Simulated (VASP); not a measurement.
# SiO2 (P6_422) in VASP: notebook

SiO2 is run at these levels: PBE; tasks: single point, relaxation of cell and atoms.

All numbers are computed with VASP 6.6.1; they aren't measurements. Logs are shortened: lines on timing, memory, paths and dates and some standing lists are left out, and cuts for length are marked.

## 1. The cell of the first run

It takes space group P6_422 (No. 181, hexagonal). The conventional cell has a = 5.061 Å, b = 5.061 Å, c = 5.541 Å, α = 90.00°, β = 90.00°, γ = 120.00°. Within 2.1 Å of Si (site symmetry 222) lie 4 O at 1.61 Å. O (site symmetry 2) has 2 Si at 1.61 Å within 2.1 Å.

## 2. Single point, PBE

INCAR

```
ALGO     = Normal         # electronic algorithm
EDIFF    = 1E-7           # SCF threshold, eV
ENCUT    = 520            # plane-wave cutoff, eV
GGA      = PE             # functional
ISIF     = 2              # what is computed and relaxed
ISMEAR   = 0              # smearing method
LASPH    = True           # aspherical terms in the spheres
LCHARG   = False          # write CHGCAR
LREAL    = False          # projectors in reciprocal space
LWAVE    = False          # write WAVECAR
NBANDS   = 34             # bands
NELM     = 100            # most SCF steps
PREC     = Accurate       # precision mode
SIGMA    = 0.02           # smearing width, eV
```

KPOINTS

```
k-points
0
Gamma
  6 6 6
```

POSCAR

```
SiO2
1.0
    5.0605222284      0.0000000000      0.0000000000
   -2.5302611142      4.3825408062      0.0000000000
    0.0000000000      0.0000000000      5.5413533100
Si O
3 6
Direct
    0.0000000000      0.5000000000      0.3333333333
    0.5000000000      0.5000000000      0.6666666667
    0.5000000000      0.0000000000      0.0000000000
    0.5827892600      0.7913946300      0.8333333333
    0.7913946300      0.5827892600      0.5000000000
    0.7913946300      0.2086053700      0.1666666667
    0.4172107400      0.2086053700      0.8333333333
    0.2086053700      0.4172107400      0.5000000000
    0.2086053700      0.7913946300      0.1666666667
```

Potentials or basis: VASP PAW PBE potentials, release 64 (Si, O).

Launch:

```console
$ cat potpaw_PBE.64/Si/POTCAR potpaw_PBE.64/O/POTCAR > POTCAR
$ mpirun -np 1 vasp_std > vasp.out
```

OUTCAR:

```text
EDIFF = 1E-7
   ENCUT = 520
   GGA = PE
   ISIF = 2
   ISMEAR = 0
   LASPH = True
   LREAL = False
   NELM = 100
   PREC = Accurate

 ion  position               nearest neighbor table
   1  0.000  0.500  0.333-   6 1.61   9 1.61   8 1.61   5 1.61   3 3.13   3 3.13   2 3.13   2 3.13

   2  0.500  0.500  0.667-   4 1.61   7 1.61   5 1.61   8 1.61   3 3.13   3 3.13   1 3.13   1 3.13

   3  0.500  0.000  0.000-   4 1.61   7 1.61   6 1.61   9 1.61   1 3.13   2 3.13   2 3.13   1 3.13

   4  0.583  0.791  0.833-   2 1.61   3 1.61
   5  0.791  0.583  0.500-   1 1.61   2 1.61
   6  0.791  0.209  0.167-   1 1.61   3 1.61
   7  0.417  0.209  0.833-   2 1.61   3 1.61
   8  0.209  0.417  0.500-   1 1.61   2 1.61
   9  0.209  0.791  0.167-   1 1.61   3 1.61

  LATTYP: Found a hexagonal cell.
 ALAT       =     5.0605222284
 C/A-ratio  =     1.0950160991

  Lattice vectors:

 A1 = (   5.0605222284,   0.0000000000,   0.0000000000)
 A2 = (  -2.5302611142,   4.3825408062,   0.0000000000)
 A3 = (   0.0000000000,   0.0000000000,   5.5413533100)

Analysis of symmetry for initial positions (statically):
=====================================================================
 Subroutine PRICEL returns:
 Original cell was already a primitive cell.

 Routine SETGRP: Setting up the symmetry group for a
 hexagonal supercell.

 Subroutine GETGRP returns: Found 12 space group operations
 (whereof  4 operations were pure point group operations)
 out of a pool of 24 trial point group operations.

The static configuration has the point symmetry D_2 .
 The point group associated with its full space group is D_6 .

Analysis of symmetry for dynamics (positions and initial velocities):
=====================================================================
 Subroutine PRICEL returns:
 Original cell was already a primitive cell.

 Routine SETGRP: Setting up the symmetry group for a
 hexagonal supercell.

 Subroutine GETGRP returns: Found 12 space group operations
 (whereof  4 operations were pure point group operations)
 out of a pool of 24 trial point group operations.

The dynamic configuration has the point symmetry D_2 .
 The point group associated with its full space group is D_6 .

 Subroutine INISYM returns: Found 12 space group operations
[... 109 lines left out ...]
   ENCUT  =  520.0 eV  38.22 Ry    6.18 a.u.   9.41  9.41 10.30*2*pi/ulx,y,z
   NELM   =    100;   NELMIN=  2; NELMDL= -5     # of ELM steps
   EDIFF  = 0.1E-06   stopping-criterion for ELM
   LREAL  =      F    real-space projection
   EDIFFG = 0.1E-05   stopping-criterion for IOM
   NSW    =      0    number of steps for IOM
   IBRION =     -1    ionic relax: 0-MD 1-quasi-New 2-CG
   NFREE  =      0    steps in history (QN), initial steepest desc. (CG)
   ISIF   =      2    stress and relaxation
   ISYM   =      2    0-nonsym 1-usesym 2-fastsym
   POTIM  = 0.5000    time-step for ionic-motion
   TEBEG  =    0.0;   TEEND  =   0.0 temperature during run
   PSTRESS=    0.0 pullay stress
   NELECT =      48.0000    total number of electrons
   NUPDOWN=      -1.0000    fix difference up-down
   EMIN   =  10.00;   EMAX   =-10.00  energy-range for DOS
   EFERMI =   0.00;   METHOD = LEGACY
   ISMEAR =     0;   SIGMA  =   0.02  broadening in eV -4-tet -1-fermi 0-gaus
   EFERMI_NEDOS =   21; number of points for ismear=-14 and -15
   IALGO  =     38    algorithm
   IMIX   =      4    mixing-type and parameters
     AMIX     =   0.40;   BMIX     =  1.00
     AMIX_MAG =   1.60;   BMIX_MAG =  1.00
  volume/ion in A,a.u.               =      13.66        92.15
  Fermi-wavevector in a.u.,A,eV,Ry     =   1.196675  2.261388 19.483963  1.432031
  Thomas-Fermi vector in A             =   2.332609
   LORBIT       =      0    0 simple, 1 ext, 2 COOP (PROOUT), +10 PAW based schemes
   GGA     = PE    functional components
   LHFCALC =     F    Hartree Fock is set to
   AEXX    =    0.0000 exact exchange contribution
   IVDW    =     0    specifies the selected vdW correction
   LEPSILON=     F    determine dielectric tensor
   LRPA    =     F    only Hartree local field effects (RPA)
 non-spin polarized calculation
 Gauss-broadening in eV      SIGMA  =   0.02
  energy-cutoff  :      520.00
  volume of cell :      122.90
 maximum number of plane-waves:      3344
 NGX is ok and might be reduce to    40
   NGX = 19   NGY = 19   NGZ = 21

 number of electron      47.9999976 magnetization

 Free energy of the ion-electron system (eV)
  ---------------------------------------------------
  ext. energy  EPLUGINS =         0.00000000
  ---------------------------------------------------
  free energy    TOTEN  =       -71.06830441 eV

  energy without entropy =      -71.06830441  energy(sigma->0) =      -71.06830441

 E-fermi :   0.6434     XC(G=0):  -8.7130

 val. band max:        0.5265069487   @ k =   0.5000   0.0000   0.0000
 cond. band min:       6.2473078290   @ k =   0.0000   0.0000   0.0000
 fundamental gap:      5.7208008802
 Fermi energy:         0.6433983027

 k-point     1 :       0.0000    0.0000    0.0000
  band No.  band energies     occupation
      1     -18.9077      2.00000
      2     -17.4481      2.00000
      3     -17.4481      2.00000
      4     -16.8514      2.00000
      5     -16.7987      2.00000
      6     -16.7987      2.00000
[... 877 lines left out ...]
     33      12.2744      0.00000
     34      12.4706      0.00000

 [... further k-points ...]
[... 5 lines left out ...]
  --------------------------------------------------------------------------------------
  -------------------------------------------------------------------------------------
  Total        3.9138698      3.9138698      3.8828451     -0.0000000     -0.0000000      0.0000000
  in kB       51.0246242     51.0246242     50.6201589     -0.0000000     -0.0000000      0.0000000
  external PRESSURE =      50.8898024 kB  Pullay stress =       0.0000000 kB

 VOLUME and BASIS-vectors are now :
 -----------------------------------------------------------------------------
  energy-cutoff  :      520.00
  volume of cell :      122.90
      direct lattice vectors                 reciprocal lattice vectors
     5.060522228  0.000000000  0.000000000     0.197608064  0.114089069  0.000000000
    -2.530261114  4.382540806  0.000000000     0.000000000  0.228178138  0.000000000
     0.000000000  0.000000000  5.541353310     0.000000000  0.000000000  0.180461332

 POSITION                                       TOTAL-FORCE (eV/Angst)
 -----------------------------------------------------------------------------------
     -1.26513      2.19127      1.84712        -0.000000     -0.000000     -0.000000
      1.26513      2.19127      3.69424        -0.000000     -0.000000     -0.000000
      2.53026      0.00000      0.00000        -0.000000     -0.000000      0.000000
      0.94678      3.46832      4.61779         0.203921      0.117734      0.000000
      2.53026      2.55410      2.77068         0.000000      0.235468     -0.000000
      3.47704      0.91422      0.92356         0.203921     -0.117734      0.000000
      1.58348      0.91422      4.61779        -0.203921     -0.117734     -0.000000
      0.00000      1.82844      2.77068        -0.000000     -0.235468      0.000000
     -0.94678      3.46832      0.92356        -0.203921      0.117734      0.000000
 -----------------------------------------------------------------------------------
    total drift:                                0.000000     -0.000000     -0.000001

  FREE ENERGIE OF THE ION-ELECTRON SYSTEM (eV)
  ---------------------------------------------------
  free  energy   TOTEN  =       -71.0683044134 eV

  energy  without entropy=      -71.0683044134  energy(sigma->0) =      -71.06830441
```

OSZICAR:

```text
N       E                     dE             d eps       ncg     rms          rms(c)
DAV:   1     0.285347284219E+03    0.28535E+03   -0.24970E+04  1904   0.129E+03
DAV:   2    -0.612613194724E+02   -0.34661E+03   -0.33315E+03  2454   0.304E+02
DAV:   3    -0.807796801245E+02   -0.19518E+02   -0.19438E+02  2446   0.761E+01
DAV:   4    -0.809972729287E+02   -0.21759E+00   -0.21740E+00  2392   0.901E+00
DAV:   5    -0.810004671329E+02   -0.31942E-02   -0.31924E-02  2432   0.108E+00    0.259E+01
DAV:   6    -0.710639486236E+02    0.99365E+01   -0.35758E+01  2162   0.318E+01    0.124E+01
DAV:   7    -0.710638452683E+02    0.10336E-03   -0.10638E+00  2280   0.491E+00    0.443E+00
DAV:   8    -0.710561148185E+02    0.77304E-02   -0.51632E-02  2364   0.163E+00    0.172E+00
DAV:   9    -0.710663018300E+02   -0.10187E-01   -0.29569E-02  2144   0.116E+00    0.339E-01
DAV:  10    -0.710683023814E+02   -0.20006E-02   -0.32797E-03  2188   0.300E-01    0.976E-02
DAV:  11    -0.710682916715E+02    0.10710E-04   -0.78692E-04  2408   0.167E-01    0.179E-02
DAV:  12    -0.710683017037E+02   -0.10032E-04   -0.21885E-05  2278   0.271E-02    0.172E-02
DAV:  13    -0.710683039709E+02   -0.22672E-05   -0.91715E-06  2248   0.169E-02    0.451E-03
DAV:  14    -0.710683044042E+02   -0.43333E-06   -0.46816E-07  2368   0.374E-03    0.819E-04
DAV:  15    -0.710683044134E+02   -0.91641E-08   -0.23627E-08  1664   0.935E-04
   1 F= -.71068304E+02 E0= -.71068304E+02  d E =-.261772E-18
```

stdout:

```text
POSCAR found type information on POSCAR SiO
 POSCAR found :  2 types and       9 ions
 scaLAPACK will be used
 LDA part: xc-table for (Slater+PW92), standard interpolation
 POSCAR, INCAR and KPOINTS ok, starting setup
 FFT: planning ... GRIDC
 FFT: planning ... GRID_SOFT
 FFT: planning ... GRID
 WAVECAR not read
 entering main loop
```

It took 54 s on 1 thread of Intel Xeon 6975P-C (Granite Rapids), shared host; peak memory 0.27 GiB.

Results:

```
Free energy            : -71.0683 eV
Pressure               : 5.1 GPa
Largest force          : 0.235 eV/Å
Band gap on the k mesh : 5.72 eV, indirect (least direct gap 5.91 eV)
```

Forces on the atoms (eV/Å):
```
Si   0.000  0.000  0.000
Si   0.000  0.000  0.000
Si   0.000  0.000  0.000
O    0.204  0.118  0.000
O    0.000  0.235  0.000
O    0.204 -0.118  0.000
O   -0.204 -0.118  0.000
O    0.000 -0.235  0.000
O   -0.204  0.118  0.000
```

## 3. Single point, PBE

This run uses another cell than the first one, of 13.60 Å³/atom, 0.996 times its volume.

INCAR

```
SYSTEM = SiO2
PREC = Accurate ; ENCUT = 520
EDIFF = 1E-7 ; ISMEAR = 0
SIGMA = 0.02 ; LREAL = .False.
LASPH = .True. ; NELM = 80
ALGO = Normal ; ISIF = 2
LWAVE = .False. ; LCHARG = .True.
GGA = PE ; LELF = .True.
LVHAR = .True. ; NBANDS = 34
```

KPOINTS

```
regular mesh
0
Gamma
  1 1 1
  0 0 0
```

POSCAR

```
SiO2
1.0
    5.0799289557      0.0000000000      0.0000000000
   -2.5399644778      4.3993475250      0.0000000000
    0.0000000000      0.0000000000      5.4771259706
Si O
3 6
Direct
    0.0000000000      0.5000000000      0.3333333333
    0.5000000000      0.5000000000      0.6666666667
    0.5000000000      0.0000000000      0.0000000000
    0.5999750740      0.7999875370      0.8333333333
    0.7999875370      0.5999750740      0.5000000000
    0.7999875370      0.2000124630      0.1666666667
    0.4000249260      0.2000124630      0.8333333333
    0.2000124630      0.4000249260      0.5000000000
    0.2000124630      0.7999875370      0.1666666667
```

Potentials or basis: VASP PAW PBE potentials, release 64 (Si, O).

Launch:

```console
$ cat potpaw_PBE.64/Si/POTCAR potpaw_PBE.64/O/POTCAR > POTCAR
$ mpirun -np 1 vasp_gam > vasp.out
```

OUTCAR:

```text
SYSTEM = SiO2
   PREC = Accurate
   ENCUT = 520
   EDIFF = 1E-7
   ISMEAR = 0
   LREAL = .False.
   LASPH = .True.
   NELM = 80
   ISIF = 2
   GGA = PE

 ion  position               nearest neighbor table
   1  0.000  0.500  0.333-   6 1.62   9 1.62   8 1.62   5 1.62   3 3.13   3 3.13   2 3.13   2 3.13

   2  0.500  0.500  0.667-   4 1.62   7 1.62   5 1.62   8 1.62   3 3.13   3 3.13   1 3.13   1 3.13

   3  0.500  0.000  0.000-   4 1.62   7 1.62   6 1.62   9 1.62   2 3.13   2 3.13   1 3.13   1 3.13

   4  0.600  0.800  0.833-   2 1.62   3 1.62
   5  0.800  0.600  0.500-   1 1.62   2 1.62
   6  0.800  0.200  0.167-   1 1.62   3 1.62
   7  0.400  0.200  0.833-   2 1.62   3 1.62
   8  0.200  0.400  0.500-   1 1.62   2 1.62
   9  0.200  0.800  0.167-   1 1.62   3 1.62

  LATTYP: Found a hexagonal cell.
 ALAT       =     5.0799289557
 C/A-ratio  =     1.0781894822

  Lattice vectors:

 A1 = (   5.0799289557,   0.0000000000,   0.0000000000)
 A2 = (  -2.5399644778,   4.3993475250,   0.0000000000)
 A3 = (   0.0000000000,   0.0000000000,   5.4771259706)

[... 174 lines left out ...]
 k-point     1 :       0.0000    0.0000    0.0000
  band No.  band energies     occupation
      1     -18.7345      2.00000
      2     -17.2642      2.00000
      3     -17.2642      2.00000
      4     -16.7548      2.00000
      5     -16.7548      2.00000
      6     -16.6162      2.00000
[... 26 lines left out ...]
     33      13.2520      0.00000
     34      13.2549      0.00000

------------------------ aborting loop because EDIFF is reached ----------------------------------------

  FORCE on cell =-STRESS in cart. coord.  units (eV):
  Direction    XX          YY          ZZ          XY          YZ          ZX
  --------------------------------------------------------------------------------------
  -------------------------------------------------------------------------------------
  Total        0.0673914      0.0673914      0.1364930      0.0000000     -0.0000000      0.0000000
  in kB        0.8820968      0.8820968      1.7865792      0.0000000     -0.0000000      0.0000000
  external PRESSURE =       1.1835909 kB  Pullay stress =       0.0000000 kB

 VOLUME and BASIS-vectors are now :
 -----------------------------------------------------------------------------
  energy-cutoff  :      520.00
  volume of cell :      122.40
      direct lattice vectors                 reciprocal lattice vectors
     5.079928956  0.000000000  0.000000000     0.196853147  0.113653217  0.000000000
    -2.539964478  4.399347525  0.000000000     0.000000000  0.227306434  0.000000000
     0.000000000  0.000000000  5.477125971     0.000000000  0.000000000  0.182577506

 POSITION                                       TOTAL-FORCE (eV/Angst)
 -----------------------------------------------------------------------------------
     -1.26998      2.19967      1.82571         0.000000      0.000000     -0.000000
      1.26998      2.19967      3.65142        -0.000000      0.000000     -0.000000
      2.53996      0.00000      0.00000         0.000000      0.000000      0.000000
      1.01589      3.51942      4.56427        -0.015213     -0.008783      0.000000
      2.53996      2.63950      2.73856        -0.000000     -0.017566     -0.000000
      3.55586      0.87992      0.91285        -0.015213      0.008783      0.000000
      1.52407      0.87992      4.56427         0.015213      0.008783      0.000000
      0.00000      1.75985      2.73856         0.000000      0.017566     -0.000000
     -1.01589      3.51942      0.91285         0.015213     -0.008783      0.000000
 -----------------------------------------------------------------------------------
    total drift:                               -0.000000      0.000000     -0.000001

  FREE ENERGIE OF THE ION-ELECTRON SYSTEM (eV)
  ---------------------------------------------------
  free  energy   TOTEN  =       -70.3163495078 eV

  energy  without entropy=      -70.3163495078  energy(sigma->0) =      -70.31634951
```

OSZICAR:

```text
N       E                     dE             d eps       ncg     rms          rms(c)
DAV:   1     0.445248465611E+03    0.44525E+03   -0.28070E+04    68   0.135E+03
DAV:   2    -0.516828416106E+02   -0.49693E+03   -0.48318E+03   102   0.347E+02
DAV:   3    -0.798000245253E+02   -0.28117E+02   -0.27941E+02    88   0.882E+01
DAV:   4    -0.801776856409E+02   -0.37766E+00   -0.37726E+00    80   0.113E+01
DAV:   5    -0.801823521958E+02   -0.46666E-02   -0.46636E-02    88   0.127E+00    0.251E+01
DAV:   6    -0.703044372940E+02    0.98779E+01   -0.35678E+01    70   0.318E+01    0.122E+01
DAV:   7    -0.703083911842E+02   -0.39539E-02   -0.84944E-01    88   0.481E+00    0.439E+00
DAV:   8    -0.703027045171E+02    0.56867E-02   -0.37659E-02    88   0.147E+00    0.177E+00
DAV:   9    -0.703142530230E+02   -0.11549E-01   -0.28879E-02    88   0.124E+00    0.356E-01
DAV:  10    -0.703164864859E+02   -0.22335E-02   -0.41521E-03    88   0.331E-01    0.107E-01
DAV:  11    -0.703163354784E+02    0.15101E-03   -0.10190E-03    88   0.180E-01    0.223E-02
DAV:  12    -0.703163468839E+02   -0.11405E-04   -0.27468E-05    88   0.305E-02    0.182E-02
DAV:  13    -0.703163491979E+02   -0.23140E-05   -0.66069E-06    88   0.146E-02    0.399E-03
DAV:  14    -0.703163494929E+02   -0.29496E-06   -0.31746E-07    80   0.329E-03    0.155E-03
DAV:  15    -0.703163495078E+02   -0.14957E-07   -0.16907E-08    64   0.849E-04
   1 F= -.70316350E+02 E0= -.70316350E+02  d E =-.892861E-31
```

stdout:

```text
POSCAR found type information on POSCAR SiO
 POSCAR found :  2 types and       9 ions
 scaLAPACK will be used
 LDA part: xc-table for (Slater+PW92), standard interpolation
 POSCAR, INCAR and KPOINTS ok, starting setup
 FFT: planning ... GRIDC
 FFT: planning ... GRID_SOFT
 FFT: planning ... GRID
 WAVECAR not read
 entering main loop
```

It took 27 s on 1 thread of AMD EPYC 7R13, shared host; peak memory 0.18 GiB.

Results:

* Free energy: -70.3163 eV
* Pressure: 0.1 GPa
* Largest force: 0.018 eV/Å
* Band gap on the k mesh: 5.67 eV

Forces on the atoms (eV/Å):
```
Si   0.000  0.000  0.000
Si   0.000  0.000  0.000
Si   0.000  0.000  0.000
O   -0.015 -0.009  0.000
O    0.000 -0.018  0.000
O   -0.015  0.009  0.000
O    0.015  0.009  0.000
O    0.000  0.018  0.000
O    0.015 -0.009  0.000
```

Levels at points of the mesh, in eV from the valence-band top:
| k point | band 22 | band 23 | band 24 | band 25 | band 26 | band 27 |
| --- | --- | --- | --- | --- | --- | --- |
| (0.00, 0.00, 0.00) | -0.31 | -0.31 | 0.00 | 5.67 | 8.96 | 8.96 |

Caveat: the k points lie up to 1.43 Å⁻¹ apart.

(Part 1 of 2 ends here.)
